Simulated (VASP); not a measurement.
# Al in VASP: a series of runs, part 2 of 3

VASP 6.6.1. Earlier steps stand in the parts before.

## (3) Single point, PBE+D3(BJ) (strain -0.040 along x and y, +0.000 along z)

The input, INCAR:

```
PREC = Accurate
ENCUT = 520
EDIFF = 1E-6
ISMEAR = 0
SIGMA = 0.15
LREAL = False
LASPH = True
NELM = 80
ALGO = Fast
ISIF = 2
LWAVE = False
LCHARG = False
GGA = PE
IVDW = 12
NBANDS = 8
```

The input, KPOINTS:

```
Automatic mesh
0
Gamma
  26 26 26
```

The input, POSCAR:

```
Al
1.0
    0.0000000000      1.9117083162      1.9913628294
    1.9117083162      0.0000000000      1.9913628294
    1.9117083162      1.9117083162      0.0000000000
Al
1
Direct
    0.0000000000      0.0000000000      0.0000000000
```

Potentials or basis: VASP PAW PBE potentials, release 64 (Al).

On the command line:

```
> cat potpaw_PBE.64/Al/POTCAR > POTCAR
> mpirun -np 1 vasp_std > vasp.out
```

OUTCAR:

```text
PREC = Accurate
   ENCUT = 520
   EDIFF = 1E-6
   ISMEAR = 0
   LREAL = False
   LASPH = True
   NELM = 80
   ISIF = 2
   GGA = PE
   IVDW = 12
 IVDW          = 12

 ion  position               nearest neighbor table
   1  0.000  0.000  0.000-

  LATTYP: Found a body centered tetragonal cell.
 ALAT       =     2.7035638281
 C/A-ratio  =     1.4731391275

  Lattice vectors:

 A1 = (  -1.9117083162,   0.0000000000,   1.9913628294)
 A2 = (   1.9117083162,   0.0000000000,   1.9913628294)
 A3 = (   0.0000000000,   1.9117083162,  -1.9913628294)

Analysis of symmetry for initial positions (statically):
=====================================================================
 Subroutine PRICEL returns:
 Original cell was already a primitive cell.

 Routine SETGRP: Setting up the symmetry group for a
 body centered tetragonal supercell.

 Subroutine GETGRP returns: Found 16 space group operations
 (whereof 16 operations were pure point group operations)
 out of a pool of 16 trial point group operations.

The static configuration has the point symmetry D_4h.

Analysis of symmetry for dynamics (positions and initial velocities):
=====================================================================
 Subroutine PRICEL returns:
 Original cell was already a primitive cell.

 Routine SETGRP: Setting up the symmetry group for a
 body centered tetragonal supercell.

 Subroutine GETGRP returns: Found 16 space group operations
 (whereof 16 operations were pure point group operations)
 out of a pool of 16 trial point group operations.

The dynamic configuration has the point symmetry D_4h.

 Subroutine INISYM returns: Found 16 space group operations
 (whereof 16 operations are pure point group operations),
 and found     1 'primitive' translations

----------------------------------------------------------------------------------------

[... 112 lines left out ...]
  Fermi-wavevector in a.u.,A,eV,Ry     =   0.967032  1.827425 12.723492  0.935150
  Thomas-Fermi vector in A             =   2.096883
   LORBIT       =      0    0 simple, 1 ext, 2 COOP (PROOUT), +10 PAW based schemes
   GGA     = PE    functional components
   LHFCALC =     F    Hartree Fock is set to
   AEXX    =    0.0000 exact exchange contribution
   IVDW    =    12    specifies the selected vdW correction
   LEPSILON=     F    determine dielectric tensor
   LRPA    =     F    only Hartree local field effects (RPA)
 non-spin polarized calculation
 RMM-DIIS sequential band-by-band and
 Gauss-broadening in eV      SIGMA  =   0.15
  energy-cutoff  :      520.00
  volume of cell :       14.56
 maximum number of plane-waves:       404
 NGX is ok and might be reduce to    24
   NGX = 11   NGY = 11   NGZ =  9

 number of electron       3.0000000 magnetization

 Free energy of the ion-electron system (eV)
  ---------------------------------------------------
  ext. energy  EPLUGINS =         0.00000000
  ---------------------------------------------------
  free energy    TOTEN  =        -3.67475958 eV

  energy without entropy =       -3.67083170  energy(sigma->0) =       -3.67279564

 E-fermi :   9.3746     XC(G=0): -10.6590

 val. band max:        9.3654277162   @ k =  -0.1538   0.4231   0.3462
 cond. band min:       9.3786335635   @ k =  -0.3077   0.4615   0.1923
 fundamental gap:      0.0132058473
 Fermi energy:         9.3746458605

 k-point     1 :       0.0000    0.0000    0.0000
  band No.  band energies     occupation
      1      -2.6570      2.00000
      2      22.4086      0.00000
      3      22.8963      0.00000
      4      22.8963      0.00000
      5      25.1719      0.00000
      6      25.1719      0.00000
      7      25.3160      0.00000
      8      26.8063      0.00000
[... 243 lines left out ...]
 k-point    24 :       0.3846    0.0385    0.0000
  band No.  band energies     occupation
      1       1.3712      2.00000
      2       8.6468      2.00000
      3      20.7329      0.00000
      4      20.9252      0.00000
      5      21.6725      0.00000
      6      24.8491      0.00000
      7      25.1842      0.00000
      8      28.3205      0.00000

 [... further k-points ...]

------------------------ aborting loop because EDIFF is reached ----------------------------------------

 Edisp (eV)   -0.38323

 E8    (eV) :    -0.1717

  FORCE on cell =-STRESS in cart. coord.  units (eV):
  Direction    XX          YY          ZZ          XY          YZ          ZX
  --------------------------------------------------------------------------------------
  -------------------------------------------------------------------------------------
  Total       0.91754     0.91754     0.51681     0.00000     0.00000     0.00000
  in kB     100.99772   100.99772    56.88804     0.00000     0.00000     0.00000
  external pressure =       86.29 kB  Pullay stress =        0.00 kB

 VOLUME and BASIS-vectors are now :
 -----------------------------------------------------------------------------
  energy-cutoff  :      520.00
  volume of cell :       14.56
      direct lattice vectors                 reciprocal lattice vectors
     0.000000000  1.911708316  1.991362829    -0.261546176  0.261546176  0.251084329
     1.911708316  0.000000000  1.991362829     0.261546176 -0.261546176  0.251084329
     1.911708316  1.911708316  0.000000000     0.261546176  0.261546176 -0.251084329

 POSITION                                       TOTAL-FORCE (eV/Angst)
 -----------------------------------------------------------------------------------
      0.00000      0.00000      0.00000        -0.000000      0.000000      0.000000
 -----------------------------------------------------------------------------------
    total drift:                               -0.000000     -0.000000     -0.000000

  FREE ENERGIE OF THE ION-ELECTRON SYSTEM (eV)
  ---------------------------------------------------
  free  energy   TOTEN  =        -4.0579900744 eV

  energy  without entropy=       -4.0540622007  energy(sigma->0) =       -4.05602614
```

OSZICAR:

```text
N       E                     dE             d eps       ncg     rms          rms(c)
DAV:   1    -0.213383729407E+01   -0.21338E+01   -0.90296E+02 21400   0.208E+02
DAV:   2    -0.369327260254E+01   -0.15594E+01   -0.15088E+01 29896   0.201E+01
DAV:   3    -0.370019690046E+01   -0.69243E-02   -0.69207E-02 27680   0.151E+00
DAV:   4    -0.370021274863E+01   -0.15848E-04   -0.15848E-04 33264   0.610E-02
DAV:   5    -0.370021278209E+01   -0.33459E-07   -0.33738E-07 28016   0.154E-03    0.154E+00
RMM:   6    -0.368543202931E+01    0.14781E-01   -0.71294E-04 21296   0.153E-01    0.906E-01
RMM:   7    -0.367474031983E+01    0.10692E-01   -0.25135E-03 25617   0.271E-01    0.138E-01
RMM:   8    -0.367475852276E+01   -0.18203E-04   -0.17357E-04 24260   0.814E-02    0.247E-02
RMM:   9    -0.367476037996E+01   -0.18572E-05   -0.24305E-05 24961   0.309E-02    0.137E-02
RMM:  10    -0.367475957682E+01    0.80314E-06   -0.46488E-06 25229   0.133E-02
   1 F= -.40579901E+01 E0= -.40560261E+01  d E =-.392787E-02
```

stdout:

```text
POSCAR found type information on POSCAR Al
 POSCAR found :  1 types and       1 ions
 scaLAPACK will be used
 LDA part: xc-table for (Slater+PW92), standard interpolation
 POSCAR, INCAR and KPOINTS ok, starting setup
 FFT: planning ... GRIDC
 FFT: planning ... GRID_SOFT
 FFT: planning ... GRID
 WAVECAR not read
 entering main loop
```

It took 69 s on 1 thread of AMD EPYC 9R45 (Zen 5), shared host; peak memory 0.22 GiB.

What came out:

```yaml
Free_energy: -4.0580 eV
Pressure: 8.6 GPa
Dispersion_energy_per_atom: -0.383 eV
```

Caveat: the cell differs from its parent crystal (strain -0.040 along x and y, +0.000 along z); pairwise dispersion overbinds metals, which lowers pressure and volume.

## (4) Single point, PBE+D3(BJ) (strain +0.000 along x and y, -0.040 along z)

The input, INCAR:

```
ALGO = Fast
EDIFF = 1E-6
ENCUT = 520
GGA = PE
ISIF = 2
ISMEAR = 0
IVDW = 12
LASPH = T
LCHARG = F
LREAL = F
LWAVE = F
NBANDS = 8
NELM = 80
PREC = Accurate
SIGMA = 0.15
```

The input, KPOINTS:

```
k-points
0
Gamma
  26 26 26
```

The input, POSCAR:

```
Al
1.0
    0.0000000000      1.9913628294      1.9117083162
    1.9913628294      0.0000000000      1.9117083162
    1.9913628294      1.9913628294      0.0000000000
Al
1
Direct
    0.0000000000      0.0000000000      0.0000000000
```

Potentials or basis: VASP PAW PBE potentials, release 64 (Al).

On the command line:

```
> cat potpaw_PBE.64/Al/POTCAR > POTCAR
> mpirun -np 1 vasp_std > vasp.out
```

OUTCAR:

```text
EDIFF = 1E-6
   ENCUT = 520
   GGA = PE
   ISIF = 2
   ISMEAR = 0
   IVDW = 12
   LASPH = T
   LREAL = F
   NELM = 80
   PREC = Accurate
 IVDW          = 12

 ion  position               nearest neighbor table
   1  0.000  0.000  0.000-

  LATTYP: Found a body centered tetragonal cell.
 ALAT       =     2.8162123209
 C/A-ratio  =     1.3576450199

  Lattice vectors:

 A1 = (   0.0000000000,  -1.9913628294,  -1.9117083162)
 A2 = (   0.0000000000,   1.9913628294,  -1.9117083162)
 A3 = (   1.9913628294,   0.0000000000,   1.9117083162)

[... 446 lines left out ...]

------------------------ aborting loop because EDIFF is reached ----------------------------------------

 Edisp (eV)   -0.36726

 E8    (eV) :    -0.1644

  FORCE on cell =-STRESS in cart. coord.  units (eV):
  Direction    XX          YY          ZZ          XY          YZ          ZX
  --------------------------------------------------------------------------------------
  -------------------------------------------------------------------------------------
  Total       0.27537     0.27537     0.58844     0.00000     0.00000     0.00000
  in kB      29.09873    29.09873    62.18120     0.00000     0.00000     0.00000
  external pressure =       40.13 kB  Pullay stress =        0.00 kB

 VOLUME and BASIS-vectors are now :
 -----------------------------------------------------------------------------
  energy-cutoff  :      520.00
  volume of cell :       15.16
      direct lattice vectors                 reciprocal lattice vectors
     0.000000000  1.991362829  1.911708316    -0.251084329  0.251084329  0.261546176
     1.991362829  0.000000000  1.911708316     0.251084329 -0.251084329  0.261546176
     1.991362829  1.991362829  0.000000000     0.251084329  0.251084329 -0.261546176

 POSITION                                       TOTAL-FORCE (eV/Angst)
 -----------------------------------------------------------------------------------
      0.00000      0.00000      0.00000         0.000000      0.000000      0.000000
 -----------------------------------------------------------------------------------
    total drift:                                0.000000     -0.000000     -0.000000

  FREE ENERGIE OF THE ION-ELECTRON SYSTEM (eV)
  ---------------------------------------------------
  free  energy   TOTEN  =        -4.0817298945 eV

  energy  without entropy=       -4.0776209019  energy(sigma->0) =       -4.07967540
```

OSZICAR:

```text
N       E                     dE             d eps       ncg     rms          rms(c)
DAV:   1    -0.221745363696E+01   -0.22175E+01   -0.89348E+02 21344   0.206E+02
DAV:   2    -0.373167907341E+01   -0.15142E+01   -0.14746E+01 29768   0.196E+01
DAV:   3    -0.373863625275E+01   -0.69572E-02   -0.69533E-02 27784   0.148E+00
DAV:   4    -0.373865277062E+01   -0.16518E-04   -0.16518E-04 33016   0.617E-02
DAV:   5    -0.373865281037E+01   -0.39751E-07   -0.39231E-07 28024   0.164E-03    0.146E+00
RMM:   6    -0.372463938843E+01    0.14013E-01   -0.81878E-04 21297   0.164E-01    0.855E-01
RMM:   7    -0.371444739269E+01    0.10192E-01   -0.28001E-03 24767   0.286E-01    0.132E-01
RMM:   8    -0.371446497619E+01   -0.17584E-04   -0.16525E-04 23941   0.800E-02    0.243E-02
RMM:   9    -0.371446689516E+01   -0.19190E-05   -0.23655E-05 24810   0.302E-02    0.131E-02
RMM:  10    -0.371446607395E+01    0.82121E-06   -0.46940E-06 25350   0.133E-02
   1 F= -.40817299E+01 E0= -.40796754E+01  d E =-.410899E-02
```

Wall time 83 s (1 thread of AMD EPYC 9R45 (Zen 5), shared host); peak memory 0.23 GiB.

Results:

```
Free energy                : -4.0817 eV
Pressure                   : 4.0 GPa
Dispersion energy per atom : -0.367 eV
```

Stress tensor (GPa, compression positive):
```
2.91 0.00 0.00
0.00 2.91 0.00
0.00 0.00 6.22
```

Caveat: the cell differs from its parent crystal (strain +0.000 along x and y, -0.040 along z); pairwise dispersion overbinds metals, which lowers pressure and volume.

[end of part 2 of 3]
